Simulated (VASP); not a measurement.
A run of VASP 6.6.1 is set up as follows.

The input INCAR:

```
PREC     = Accurate       # precision mode
ENCUT    = 600            # plane-wave cutoff, eV
EDIFF    = 1E-7           # SCF threshold, eV
ISMEAR   = 0              # smearing method
SIGMA    = 0.1            # smearing width, eV
LREAL    = F              # projectors in reciprocal space
LASPH    = T              # aspherical terms in the spheres
NELM     = 60             # most SCF steps
ALGO     = Normal         # electronic algorithm
ISIF     = 3              # what is computed and relaxed
LWAVE    = F              # write WAVECAR
LCHARG   = F              # write CHGCAR
GGA      = PE             # functional
IBRION   = 2              # ionic algorithm
NSW      = 90             # ionic steps
EDIFFG   = -0.04          # ionic threshold
```

Contents of KPOINTS:

```
Automatic mesh
0
Gamma
  6 6 2
```

Contents of POSCAR:

```
Be5GeN2
1.0
    2.7356667200      0.0000000000      0.0000000000
   -1.3678333600      2.3691568700      0.0000000000
    0.0000000000      0.0000000000      9.6138902300
Be Ge N
5 1 2
Direct
    0.0000000000      0.0000000000      0.0000000000
    0.3333333300      0.6666666700      0.1565044600
    0.0000000000      0.0000000000      0.3173842900
    0.6666666700      0.3333333300      0.6826157100
    0.3333333300      0.6666666700      0.8434955400
    0.3333333300      0.6666666700      0.5000000000
    0.6666666700      0.3333333300      0.2369443700
    0.0000000000      0.0000000000      0.7630556300
```

Potentials or basis: VASP PAW PBE potentials, release 64 (Be, Ge_d, N).

Command:

```sh
$ cat potpaw_PBE.64/Be/POTCAR potpaw_PBE.64/Ge_d/POTCAR potpaw_PBE.64/N/POTCAR > POTCAR
$ mpirun -np 1 vasp_std > vasp.out
```

(1) Estimate the band gap on the k mesh.

(2) What does it give for the relaxed cell?

Answers

(1) zero (bands 17 and 18 overlap by 0.37 eV).

(2) a = 2.687 Å, b = 2.687 Å, c = 11.810 Å, α = 90.00°, β = 90.00°, γ = 120.00°.

Caveat: the k points lie up to 0.45 Å⁻¹ apart in the final cell.
